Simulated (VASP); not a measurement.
Input of a VASP 6.6.1 run:

File INCAR:

```
SYSTEM = Sr
  PREC = Accurate
  ENCUT = 520
  EDIFF = 1E-7
  ISMEAR = -1
  SIGMA = 0.05
  LREAL = .False.
  LASPH = .True.
  NELM = 60
  ALGO = Normal
  ISIF = 2
  LWAVE = .False.
  LCHARG = .False.
  GGA = PE
  NBANDS = 11
```

The input KPOINTS:

```
Automatic mesh
0
Gamma
  10 10 10
  0 0 0
```

Contents of POSCAR:

```
Sr
1.0
    2.9052510543      0.0000000000      0.0000000000
    0.0000000000      2.9052510543      0.0000000000
    0.0000000000      0.0000000000      2.9052510543
Sr
1
Direct
    0.0000000000      0.0000000000      0.0000000000
```

Potentials or basis: VASP PAW PBE potentials, release 64 (Sr_sv).

Launch:

```bash
$ cat potpaw_PBE.64/Sr_sv/POTCAR > POTCAR
$ mpirun -np 1 vasp_std > vasp.out
```

Question: Predict the pressure.

Answer: 29.1 GPa.

Question: Predict the band gap on the k mesh.

Answer: Zero (band 5 reaches 5.79 eV, above the bottom of band 6 at 4.44 eV).
